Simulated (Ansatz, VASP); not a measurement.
**Two plane-wave programs on Y**

INCAR

```
SYSTEM = Y
ALGO = Normal
EDIFF = 1E-6
ENCUT = 520
ISIF = 2
ISMEAR = -1
LASPH = .True.
LCHARG = .False.
LREAL = .False.
LWAVE = .False.
NBANDS = 18
NELM = 60
PREC = Accurate
SIGMA = 0.1
```

Contents of KPOINTS:

```
k-points
0
Gamma
  17 17 10
  0 0 0
```

File POSCAR:

```
Y
1.0
    3.4422544958      0.0000000000      0.0000000000
   -1.7211272479      2.9810798396      0.0000000000
    0.0000000000      0.0000000000      5.3733898490
Y
2
Direct
    0.3333333333      0.6666666667      0.2500000000
    0.6666666667      0.3333333333      0.7500000000
```

Input for Ansatz:

```yaml
crystal:
  lattice:
    - [3.442254496, 0.0, 0.0]
    - [-1.721127248, 2.9810798398, 0.0]
    - [0.0, 0.0, 5.3733898481]
  atoms:
    - { symbol: "Y", position: [0.3333333333, 0.6666666667, 0.25] }
    - { symbol: "Y", position: [0.6666666667, 0.3333333333, 0.75] }
hamiltonian:
  xc: lda
  pseudopotentials:
    kind: paw
    azcp:
      "Y": "pseudopotentials/Y.paw.azcp"
basis:
  ecutwfc: 420
  fft_grid_basis: typed
kpoints:
  mp_grid: { grid: [17, 17, 10], shift: [0, 0, 0] }
magnetization:
  spin_polarized: false
scf:
  occupations: { method: fermi_dirac, width: 0.1 }
output:
  stress: true
```

Alike in both runs: task single point; functional LDA; k mesh 17 × 17 × 10; occupations fermi-dirac, width 0.1 eV; no spin polarisation.

|  | VASP | Ansatz |
| --- | --- | --- |
| version | VASP 6.6.1 | Ansatz 0.2.0 |
| potentials or method | VASP PAW LDA potentials, release 64 (Y_sv), cutoff 520 eV | plane waves (420 eV) with PAW, scalar-relativistic |
| valence electrons in the cell | 22 | 22 |

```csv
,VASP,Ansatz,Ansatz less VASP
pressure (GPa),4.1,4.3,+0.18
"traceless stress, the component that is largest in VASP (GPa)",0.33,0.31,-0.023
```

Ansatz warns that its potentials were made for another functional, while VASP's fit it. LDA's correlation is that of Perdew and Zunger in VASP and of Perdew and Wang (1992) in Ansatz.
